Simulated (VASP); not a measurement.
# GeS (Pnma) in VASP: relaxation of cell and atoms with PBE

Aim: the relaxation of cell and atoms of GeS with PBE.

Everything below comes from runs of VASP 6.6.1. Logs are shortened: lines on timing, memory, paths and dates and some standing lists are left out, and cuts for length are marked.

## (1) The cell of the first run

Symmetry: Pnma, No. 62, orthorhombic system. The conventional cell has a = 10.656 Å, b = 3.679 Å, c = 4.358 Å, α = 90.00°, β = 90.00°, γ = 90.00°. Within 3.5 Å of Ge (site symmetry m) lie 6 S at 2.46 to 3.32 Å and 2 Ge at 3.44 Å. Within 3.4 Å of S (site symmetry m) lie 6 Ge at 2.46 to 3.32 Å.

## (2) Relaxation of cell and atoms, PBE

The input, INCAR:

```
SYSTEM = GeS
PREC = Accurate ; ENCUT = 500
EDIFF = 1E-7 ; ISMEAR = 0
SIGMA = 0.02 ; LREAL = .FALSE.
LASPH = .TRUE. ; NELM = 120
ALGO = Normal ; ISIF = 3
LWAVE = .FALSE. ; LCHARG = .FALSE.
GGA = PE ; IBRION = 2
NSW = 70 ; EDIFFG = -0.005
GGA_COMPAT = .FALSE. ; NELMIN = 4
```

The input, KPOINTS:

```
Automatic mesh
0
G
  4 8 6
  0 0 0
```

The input, POSCAR:

```
GeS
1.0
   10.6563156435      0.0000000000      0.0000000000
    0.0000000000      3.6793767042      0.0000000000
    0.0000000000      0.0000000000      4.3580862059
Ge S
4 4
Direct
    0.1244538396      0.2500000000      0.1352405827
    0.3755461604      0.7500000000      0.6352405827
    0.6244538396      0.2500000000      0.3647594173
    0.8755461604      0.7500000000      0.8647594173
    0.8493944104      0.2500000000      0.4949234723
    0.6506055896      0.7500000000     -0.0050765277
    0.3493944104      0.2500000000      1.0050765277
    0.1506055896      0.7500000000      0.5050765277
```

Potentials or basis: VASP PAW PBE potentials, release 64 (Ge_d, S).

Run with:

```bash
cat potpaw_PBE.64/Ge_d/POTCAR potpaw_PBE.64/S/POTCAR > POTCAR
mpirun -np 1 vasp_std > vasp.out
```

OUTCAR:

```text
SYSTEM = GeS
   PREC = Accurate
   ENCUT = 500
   EDIFF = 1E-7
   ISMEAR = 0
   LREAL = .FALSE.
   LASPH = .TRUE.
   NELM = 120
   ISIF = 3
   GGA = PE
   IBRION = 2
   NSW = 70
   EDIFFG = -0.005
   NELMIN = 4

 ion  position               nearest neighbor table
   1  0.124  0.250  0.135-   8 2.46   8 2.46   7 2.46
   2  0.376  0.750  0.635-   7 2.46   7 2.46   8 2.46
   3  0.624  0.250  0.365-   6 2.46   6 2.46   5 2.46
   4  0.876  0.750  0.865-   5 2.46   5 2.46   6 2.46
   5  0.849  0.250  0.495-   4 2.46   4 2.46   3 2.46
   6  0.651  0.750  0.995-   3 2.46   3 2.46   4 2.46
   7  0.349  0.250  0.005-   2 2.46   2 2.46   1 2.46
   8  0.151  0.750  0.505-   1 2.46   1 2.46   2 2.46

  LATTYP: Found a simple orthorhombic cell.
 ALAT       =     3.6793767042
 B/A-ratio  =     1.1844631730
 C/A-ratio  =     2.8962284920

  Lattice vectors:

 A1 = (   0.0000000000,   3.6793767042,   0.0000000000)
 A2 = (   0.0000000000,   0.0000000000,   4.3580862059)
 A3 = (  10.6563156435,   0.0000000000,   0.0000000000)

Analysis of symmetry for initial positions (statically):
=====================================================================
 Subroutine PRICEL returns:
 Original cell was already a primitive cell.

 Routine SETGRP: Setting up the symmetry group for a
 simple orthorhombic supercell.

 Subroutine GETGRP returns: Found  8 space group operations
 (whereof  2 operations were pure point group operations)
 out of a pool of  8 trial point group operations.

The static configuration has the point symmetry S_2 .
 The point group associated with its full space group is D_2h.

Analysis of symmetry for dynamics (positions and initial velocities):
=====================================================================
 Subroutine PRICEL returns:
 Original cell was already a primitive cell.

 Routine SETGRP: Setting up the symmetry group for a
 simple orthorhombic supercell.

 Subroutine GETGRP returns: Found  8 space group operations
 (whereof  2 operations were pure point group operations)
 out of a pool of  8 trial point group operations.

The dynamic configuration has the point symmetry S_2 .
 The point group associated with its full space group is D_2h.

 Subroutine INISYM returns: Found  8 space group operations
 (whereof  2 operations are pure point group operations),
 and found     1 'primitive' translations

----------------------------------------------------------------------------------------

                                     Primitive cell

  volume of cell :     170.8745

  direct lattice vectors                    reciprocal lattice vectors
    10.656315643  0.000000000  0.000000000     0.093841064  0.000000000  0.000000000
     0.000000000  3.679376704  0.000000000     0.000000000  0.271785164  0.000000000
     0.000000000  0.000000000  4.358086206     0.000000000  0.000000000  0.229458518

  length of vectors
    10.656315643  3.679376704  4.358086206     0.093841064  0.271785164  0.229458518

  position of ions in fractional coordinates (direct lattice)
     0.124453840  0.250000000  0.135240583
     0.375546160  0.750000000  0.635240583
     0.624453840  0.250000000  0.364759417
     0.875546160  0.750000000  0.864759417
     0.849394410  0.250000000  0.494923472
     0.650605590  0.750000000  0.994923472
     0.349394410  0.250000000  0.005076528
     0.150605590  0.750000000  0.505076528

  ion indices of the primitive-cell ions
   primitive index   ion index
                 1           1
                 2           2
                 3           3
                 4           4
                 5           5
                 6           6
                 7           7
                 8           8

----------------------------------------------------------------------------------------

 KPOINTS: Automatic mesh

Automatic generation of k-mesh.
 Grid dimensions read from file:
 generate k-points for:    4    8    6

 Generating k-lattice:

  Cartesian coordinates                     Fractional coordinates (reciprocal lattice)
     0.023460266  0.000000000  0.000000000     0.250000000  0.000000000  0.000000000
     0.000000000  0.033973145  0.000000000     0.000000000  0.125000000  0.000000000
     0.000000000  0.000000000  0.038243086     0.000000000  0.000000000  0.166666667

  Length of vectors
     0.023460266  0.033973145  0.038243086

  Shift w.r.t. Gamma in fractional coordinates (k-lattice)
     0.000000000  0.000000000  0.000000000

 Subroutine IBZKPT returns following result:
 ===========================================

 Found     60 irreducible k-points:

 Following reciprocal coordinates:
            Coordinates               Weight
  0.000000  0.000000  0.000000      1.000000
  0.250000  0.000000  0.000000      2.000000
  0.500000  0.000000  0.000000      1.000000
  0.000000  0.125000  0.000000      2.000000
  0.250000  0.125000  0.000000      4.000000
  0.500000  0.125000  0.000000      2.000000
[... 16 lines left out ...]
  0.250000  0.250000  0.166667      8.000000
  0.500000  0.250000  0.166667      4.000000
 [... further k-points ...]
   k-points           NKPTS =     60   k-points in BZ     NKDIM =     60   number of bands    NBANDS=     48
   number of dos      NEDOS =    301   number of ions     NIONS =      8
   total plane-waves  NPLWV =  71680
   dimension x,y,z NGX =    80 NGY =   28 NGZ =   32
   dimension x,y,z NGXF=   160 NGYF=   56 NGZF=   64
   ions per type =               4   4
   NGX,Y,Z   is equivalent  to a cutoff of  12.48, 12.65, 12.21 a.u.
   NGXF,Y,Z  is equivalent  to a cutoff of  24.96, 25.30, 24.41 a.u.
 SYSTEM =  GeS
   PREC   = accura    normal or accurate (medium, high low for compatibility)
   ISTART =      0    job   : 0-new  1-cont  2-samecut
   ICHARG =      2    charge: 1-file 2-atom 10-const
   ISPIN  =      1    spin polarized calculation?
   LNONCOLLINEAR =      F non collinear calculations
   LSORBIT =      F    spin-orbit coupling
   LASPH  =      T    aspherical Exc in radial PAW
   ENCUT  =  500.0 eV  36.75 Ry    6.06 a.u.  19.43  6.71  7.95*2*pi/ulx,y,z
   NELM   =    120;   NELMIN=  4; NELMDL= -5     # of ELM steps
   EDIFF  = 0.1E-06   stopping-criterion for ELM
   LREAL  =      F    real-space projection
   EDIFFG = -.5E-02   stopping-criterion for IOM
   NSW    =     70    number of steps for IOM
   IBRION =      2    ionic relax: 0-MD 1-quasi-New 2-CG
   NFREE  =      1    steps in history (QN), initial steepest desc. (CG)
   ISIF   =      3    stress and relaxation
   ISYM   =      2    0-nonsym 1-usesym 2-fastsym
   POTIM  = 0.5000    time-step for ionic-motion
   TEBEG  =    0.0;   TEEND  =   0.0 temperature during run
   PSTRESS=    0.0 pullay stress
   NELECT =      80.0000    total number of electrons
   NUPDOWN=      -1.0000    fix difference up-down
   EMIN   =  10.00;   EMAX   =-10.00  energy-range for DOS
   EFERMI =   0.00;   METHOD = LEGACY
   ISMEAR =     0;   SIGMA  =   0.02  broadening in eV -4-tet -1-fermi 0-gaus
   EFERMI_NEDOS =   21; number of points for ismear=-14 and -15
   IALGO  =     38    algorithm
   IMIX   =      4    mixing-type and parameters
     AMIX     =   0.40;   BMIX     =  1.00
     AMIX_MAG =   1.60;   BMIX_MAG =  1.00
  volume/ion in A,a.u.               =      21.36       144.14
  Fermi-wavevector in a.u.,A,eV,Ry     =   1.271196  2.402212 21.986181  1.615939
  Thomas-Fermi vector in A             =   2.404142
   LORBIT       =      0    0 simple, 1 ext, 2 COOP (PROOUT), +10 PAW based schemes
   GGA     = PE    functional components
   LHFCALC =     F    Hartree Fock is set to
   AEXX    =    0.0000 exact exchange contribution
   IVDW    =     0    specifies the selected vdW correction
   LEPSILON=     F    determine dielectric tensor
   LRPA    =     F    only Hartree local field effects (RPA)
 conjugate gradient relaxation of ions
 non-spin polarized calculation
 Gauss-broadening in eV      SIGMA  =   0.02
  energy-cutoff  :      500.00
  volume of cell :      170.87
 maximum number of plane-waves:      4372
 NGX is ok and might be reduce to    80
   NGX = 39   NGY = 13   NGZ = 15

--------------------------------------- Ionic step        1  -------------------------------------------

 number of electron      80.0000039 magnetization

 Free energy of the ion-electron system (eV)
  ---------------------------------------------------
  ext. energy  EPLUGINS =         0.00000000
  ---------------------------------------------------
  free energy    TOTEN  =       -36.63898995 eV

  energy without entropy =      -36.63898995  energy(sigma->0) =      -36.63898995

------------------------ aborting loop because EDIFF is reached ----------------------------------------

  FORCE on cell =-STRESS in cart. coord.  units (eV):
  Direction    XX          YY          ZZ          XY          YZ          ZX
  --------------------------------------------------------------------------------------
  -------------------------------------------------------------------------------------
  Total        0.4174814      0.3961202      0.6095939      0.0000000      0.0000000      0.0000000
  in kB        3.9144485      3.7141587      5.7157609      0.0000000      0.0000000      0.0000000
  external PRESSURE =       4.4481227 kB  Pullay stress =       0.0000000 kB
[... 107 lines left out ...]
  FREE ENERGIE OF THE ION-ELECTRON SYSTEM (eV)
  ---------------------------------------------------
  free  energy   TOTEN  =       -36.6409591868 eV

  energy  without entropy=      -36.6409591868  energy(sigma->0) =      -36.64095919

[... ionic steps 4 to 17 ...]

--------------------------------------- Ionic step       18  -------------------------------------------

 number of electron      80.0000001 magnetization

------------------------ aborting loop because EDIFF is reached ----------------------------------------
[... 79 lines left out ...]
--------------------------------------- Ionic step       20  -------------------------------------------

 number of electron      80.0000002 magnetization

 Free energy of the ion-electron system (eV)
  ---------------------------------------------------
  ext. energy  EPLUGINS =         0.00000000
  ---------------------------------------------------
  free energy    TOTEN  =       -36.64651265 eV

  energy without entropy =      -36.64651265  energy(sigma->0) =      -36.64651265

 E-fermi :   4.4052     XC(G=0):  -9.7828

 val. band max:        4.3237992622   @ k =   0.0000   0.0000   0.0000
 cond. band min:       5.5767735467   @ k =   0.0000   0.0000   0.0000
 fundamental gap:      1.2529742845
 Fermi energy:         4.4051827124

 k-point     1 :       0.0000    0.0000    0.0000
  band No.  band energies     occupation
      1     -20.0513      2.00000
      2     -20.0493      2.00000
      3     -20.0447      2.00000
      4     -20.0434      2.00000
      5     -20.0421      2.00000
      6     -20.0412      2.00000
[... 1213 lines left out ...]
     47       8.3247      0.00000
     48       8.3247      0.00000

 [... further k-points ...]

------------------------ aborting loop because EDIFF is reached ----------------------------------------

  FORCE on cell =-STRESS in cart. coord.  units (eV):
  Direction    XX          YY          ZZ          XY          YZ          ZX
  --------------------------------------------------------------------------------------
  -------------------------------------------------------------------------------------
  Total        0.0346150      0.0141329     -0.0191653      0.0000000      0.0000000      0.0000000
  in kB        0.3167303      0.1293170     -0.1753641      0.0000000      0.0000000      0.0000000
  external PRESSURE =       0.0902277 kB  Pullay stress =       0.0000000 kB
[... 23 lines left out ...]
  FREE ENERGIE OF THE ION-ELECTRON SYSTEM (eV)
  ---------------------------------------------------
  free  energy   TOTEN  =       -36.6465126516 eV

  energy  without entropy=      -36.6465126516  energy(sigma->0) =      -36.64651265

 reached required accuracy - stopping structural energy minimisation
```

Wall time 52 min (1 thread of Intel Xeon Platinum 8488C (Sapphire Rapids), shared host); peak memory 0.49 GiB.

Results:

| Property | Result |
| --- | --- |
| Free energy | -36.6465 eV |
| Relaxed volume | 21.89 Å³/atom |
| Relaxed cell | a = 10.746 Å, b = 3.664 Å, c = 4.447 Å, α = 90.00°, β = 90.00°, γ = 90.00° |
| Space group after relaxing (to 0.1 Å) | Pnma (No. 62) |
| Energy gained by relaxing | 0.9 meV/atom |
| Ionic steps | 20 |
| Pressure after relaxing | 0.0 GPa |
| Largest force after relaxing | 0.004 eV/Å |
| Band gap on the k mesh | 1.25 eV |

Forces on the atoms (eV/Å):
```
Ge  -0.002  0.000 -0.001
Ge   0.002  0.000 -0.001
Ge  -0.002  0.000  0.001
Ge   0.002  0.000  0.001
S   -0.002  0.000  0.004
S    0.002  0.000  0.004
S   -0.002  0.000 -0.004
S    0.002  0.000 -0.004
```

The path:
| step | energy change (eV) | largest force (eV/Å) | pressure (GPa) | volume (Å³) |
| --- | --- | --- | --- | --- |
| 1 | 0.0000 | 0.0212 | 0.44 | 170.87 |
| 2 | -0.0019 | 0.0610 | -0.06 | 172.35 |
| 3 | -0.0020 | 0.0568 | -0.02 | 172.21 |
| 4 | -0.0030 | 0.0488 | -0.02 | 172.52 |
| 5 | -0.0053 | 0.0261 | 0.00 | 173.47 |
| 6 | -0.0060 | 0.0388 | 0.05 | 175.37 |
| 7 | -0.0063 | 0.0229 | 0.01 | 174.76 |
| 8 | -0.0072 | 0.0145 | -0.02 | 175.30 |
| 9 | -0.0072 | 0.0167 | -0.05 | 175.48 |
| 10 | -0.0072 | 0.0158 | -0.05 | 175.43 |
| 11 | -0.0074 | 0.0092 | 0.01 | 175.27 |
| 12 | -0.0074 | 0.0091 | 0.03 | 175.26 |
| 13 | -0.0074 | 0.0103 | -0.04 | 175.39 |
| 14 | -0.0074 | 0.0068 | -0.01 | 175.34 |
| 15 | -0.0074 | 0.0072 | -0.02 | 175.34 |
| 16 | -0.0074 | 0.0070 | -0.01 | 175.31 |
| 17 | -0.0075 | 0.0066 | -0.01 | 175.23 |
| 18 | -0.0075 | 0.0061 | 0.00 | 175.05 |
| 19 | -0.0075 | 0.0063 | 0.00 | 175.11 |
| 20 | -0.0075 | 0.0043 | 0.01 | 175.10 |

Final structure:
```
Ge S
1.0
    10.74572    0.00000    0.00000
     0.00000    3.66417    0.00000
     0.00000    0.00000    4.44707
Ge S
4 4
Direct
  0.12553 0.25000 0.13612
  0.37447 0.75000 0.63613
  0.62553 0.25000 0.36388
  0.87447 0.75000 0.86387
  0.84758 0.25000 0.50068
  0.65242 0.75000 0.00068
  0.34758 0.25000 0.99932
  0.15242 0.75000 0.49932
```

Levels at points of the mesh, in eV from the valence-band top:
```tsv
k point	band 38	band 39	band 40	band 41	band 42	band 43
(0.00, 0.00, 0.00)	-0.82	-0.78	0.00	1.25	2.59	2.77
(0.50, 0.00, 0.00)	-1.76	-0.34	-0.34	2.40	2.40	2.61
(0.00, 0.50, 0.00)	-1.48	-1.10	-1.10	1.46	1.46	1.64
(0.50, 0.50, 0.00)	-1.46	-1.46	-1.46	1.77	1.77	1.77
(0.00, 0.00, 0.50)	-0.96	-0.29	-0.29	1.76	1.76	2.51
(0.50, 0.00, 0.50)	-0.78	-0.32	-0.32	1.77	1.77	2.39
(0.00, 0.50, 0.50)	-1.95	-1.21	-1.21	3.12	3.12	3.23
(0.50, 0.50, 0.50)	-1.34	-1.34	-1.34	2.91	2.91	2.91
```

A k mesh can miss the band edges. Zero-point motion and thermal expansion aren't in these numbers.
